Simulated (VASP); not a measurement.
Here is a VASP 6.6.1 calculation.

INCAR

```
PREC = Accurate
ENCUT = 600
EDIFF = 1E-7
ISMEAR = 0
SIGMA = 0.1
LREAL = False
LASPH = True
NELM = 80
ALGO = Normal
ISIF = 3
LWAVE = False
LCHARG = False
GGA = PE
IBRION = 2
NSW = 90
EDIFFG = -0.04
```

KPOINTS

```
regular mesh
0
Gamma
  6 6 2
```

POSCAR

```
Mg3CdTe4
1.0
    4.2178922800      0.0000000000      0.0000000000
   -2.1089461400      3.6528018600      0.0000000000
    0.0000000000      0.0000000000     13.8417407900
Mg Cd Te
3 1 4
Direct
    0.3333333300      0.6666666700      0.0001822800
    0.6666666700      0.3333333300      0.2501822800
    0.6666666700      0.3333333300      0.7501822800
    0.3333333300      0.6666666700      0.5001822800
    0.3333333300      0.6666666700      0.1873177100
    0.3333333300      0.6666666700      0.6873177100
    0.6666666700      0.3333333300      0.4373177100
    0.6666666700      0.3333333300      0.9373177100
```

Potentials or basis: VASP PAW PBE potentials, release 64 (Mg, Cd, Te).

The run is started by

```console
$ cat potpaw_PBE.64/Mg/POTCAR potpaw_PBE.64/Cd/POTCAR potpaw_PBE.64/Te/POTCAR > POTCAR
$ mpirun -np 1 vasp_std > vasp.out
```

(1) Predict the space group after relaxing (to 0.1 Å).

(2) Predict the relaxed volume.

Answers

(1) P3m1 (No. 156).

(2) 34.96 Å³/atom.

Caveat: the volume moved by over 15 % at a fixed basis, so the end points are rough.
